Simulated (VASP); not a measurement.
Input of a VASP 6.6.1 run:

The input INCAR:

```
PREC = Accurate
ENCUT = 520
EDIFF = 1E-6
ISMEAR = 0
SIGMA = 0.15
LREAL = F
LASPH = T
NELM = 80
ALGO = Normal
ISIF = 2
LWAVE = F
LCHARG = F
GGA = PS
NBANDS = 15
```

Contents of KPOINTS:

```
regular mesh
0
Gamma
  24 24 20
```

Contents of POSCAR:

```
TaN
1.0
    2.6900699212      0.0000000000      0.0000000000
   -1.3450349606      2.3296688897      0.0000000000
    0.0000000000      0.0000000000      2.6410694312
Ta N
1 1
Direct
    0.3333333333      0.6666666667      0.5000000000
    0.0000000000      0.0000000000      0.0000000000
```

Potentials or basis: VASP PAW PBE potentials, release 64 (Ta_pv, N).

Run with:

```bash
$ cat potpaw_PBE.64/Ta_pv/POTCAR potpaw_PBE.64/N/POTCAR > POTCAR
$ mpirun -np 1 vasp_std > vasp.out
```

Predict the pressure.

157.8 GPa.

What does it give for the band gap on the k mesh?

Zero (band 8 reaches 11.63 eV, above the bottom of band 9 at 10.83 eV).

Stress tensor (GPa, compression positive):
```
151.71   0.00   0.00
  0.00 151.71   0.00
  0.00   0.00 169.87
```

Caveat: the cell differs from its parent crystal (strain -0.080 along x and y, -0.080 along z); the PAW data sets were made with another functional, which shifts forces and pressure a little; spin-orbit coupling is left out, which moves the levels of the heavy elements.
